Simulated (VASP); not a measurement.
Yb2SeS2, 5 atoms in the cell. The cell holds a disordered packing, 5 atoms: a = 4.471 Å, b = 5.041 Å, c = 4.928 Å, α = 97.29°, β = 97.24°, γ = 76.56°. 

```yaml
Program: VASP 6.6.1
Task: single point
Functional: PBE
Potentials_or_basis: VASP PAW PBE potentials, release 64 (Se, Yb, S)
Cutoff: 520 eV
k_mesh: 5 × 5 × 5, shifted
Occupations: fermi-dirac, width 0.1 eV
Spin: collinear spin, zero start
Starting_moments: "[0.0, 0.0, 0.0, 0.0, 0.0] μB"
Dipole_correction: no
Further_INCAR_settings: ALGO = Normal; EDIFF = 1e-07; NBANDS = 45
```

Potentials or basis: VASP PAW PBE potentials, release 64 (Se, Yb, S).

Command:

```bash
$ cat potpaw_PBE.64/Se/POTCAR potpaw_PBE.64/Yb/POTCAR potpaw_PBE.64/S/POTCAR > POTCAR
$ mpirun -np 1 vasp_std > vasp.out
```

Hardware: 1 thread of Intel(R) Xeon(R) Platinum 8259CL CPU @ 2.50GHz (Skylake/Cascade Lake) (shared host).

How long does it take, and how much memory?

It took 55 min on 1 thread of Intel(R) Xeon(R) Platinum 8259CL CPU @ 2.50GHz (Skylake/Cascade Lake) (shared host), peak memory 0.62 GiB. Counts: scf iterations 80, k points 63.
